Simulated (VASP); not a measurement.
Wanted: the native input for a VASP 6.6.1 run.

```yaml
Task: relaxation of cell and atoms
Functional: PBEsol
Potentials_or_basis: VASP PAW PBE potentials, release 64 (Hf_pv, C)
Cutoff: 600 eV
k_mesh: 8 × 8 × 4
Occupations: methfessel-paxton, width 0.05 eV
Spin: no spin polarisation
Target_pressure: 10 GPa
Dipole_correction: no
Further_INCAR_settings: ALGO = Normal; EDIFF = 1e-07; IBRION = 2; EDIFFG = -0.01; NSW = 80; ISIF = 3
```

The structure of HfC lies in POSCAR:

```
HfC
1.0
    3.3428660500      0.0000000000      0.0000000000
   -1.6714330300      2.8950069200      0.0000000000
    0.0000000000      0.0000000000      5.2027140000
Hf C
2 2
Direct
    0.6666666667      0.3333333333      0.7500000000
    0.3333333333      0.6666666667      0.2500000000
    0.0000000000      0.0000000000      0.0000000000
    0.0000000000      0.0000000000      0.5000000000
```

One way to write it, as run:

INCAR

```
ALGO = Normal
EDIFF = 1E-7
EDIFFG = -0.01
ENCUT = 600
GGA = PS
IBRION = 2
ISIF = 3
ISMEAR = 1
LASPH = T
LCHARG = F
LREAL = F
LWAVE = F
NELM = 80
NSW = 80
PREC = Accurate
PSTRESS = 100.0
SIGMA = 0.05
```

KPOINTS

```
k-points
0
Gamma
  8 8 4
```

Potentials or basis: VASP PAW PBE potentials, release 64 (Hf_pv, C).

Command:

```bash
$ cat potpaw_PBE.64/Hf_pv/POTCAR potpaw_PBE.64/C/POTCAR > POTCAR
$ mpirun -np 1 vasp_std > vasp.out
```

It gave:

- Relaxed volume: 11.73 Å³/atom
- Relaxed cell: a = 3.248 Å, b = 3.248 Å, c = 5.136 Å, α = 90.00°, β = 90.00°, γ = 120.00°
- Space group after relaxing (to 0.05 Å): P6_3/mmc (No. 194)
- Energy change on relaxing (the enthalpy is what falls): +1.0 meV/atom
- Ionic steps: 9
- Pressure after relaxing: 10.0 GPa
- Band gap on the k mesh: zero (band 14 reaches 7.75 eV, above the bottom of band 15 at 6.79 eV)

Caveat: the cell is relaxed towards a set pressure, so the enthalpy falls and the energy may rise; the PAW data sets were made with another functional, which shifts forces and pressure a little; spin-orbit coupling is left out, which moves the levels of the heavy elements.

Run time: 95 s on 1 thread of Intel(R) Xeon(R) 6975P-C (Granite Rapids), on a shared host, peak memory 0.2 GiB.
